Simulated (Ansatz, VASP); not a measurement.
**CaC2: VASP beside Ansatz**

```xyz
3
Lattice="-1.9827 1.9827 3.2021 1.9827 -1.9827 3.2021 1.9827 1.9827 -3.2021" Properties=species:S:1:pos:R:3 pbc="T T T"
Ca    0.0000    0.0000    0.0000
C     0.0000    0.0000    3.8290
C     0.0000    0.0000    2.5752
```

Change from the starting cell: strain +0.025 along x and y, +0.000 along z, atoms carried along.

Alike in both runs: task single point; functional LDA; k mesh 10 × 10 × 10; occupations gaussian, width 0.05 eV; no spin polarisation.

|  | VASP | Ansatz |
| --- | --- | --- |
| version | VASP 6.6.1 | Ansatz 0.2.0 |
| potentials or method | VASP PAW LDA potentials, release 64 (Ca_sv, C), cutoff 520 eV | scalar-relativistic, plane waves, PAW |
| valence electrons in the cell | 18 | 18 |

Ansatz gave:

* gap on the k mesh at the Fermi level (eV): 1.41
* least direct gap on the mesh (eV): 2.41
* pressure (GPa): -6.0
* traceless stress, the component that is largest in VASP (GPa): 0.51
* rms of the force components (eV/Å): 0.084

Problem. Which values does VASP return?

Solution. gap on the k mesh at the Fermi level (eV): 1.40; least direct gap on the mesh (eV): 2.40; pressure (GPa): -5.7; traceless stress, the component that is largest in VASP (GPa): 0.84; rms of the force components (eV/Å): 0.126.

LDA's correlation is that of Perdew and Zunger in VASP and of Perdew and Wang (1992) in Ansatz. Atom by atom the forces differ by 0.041 eV/Å (rms over components).
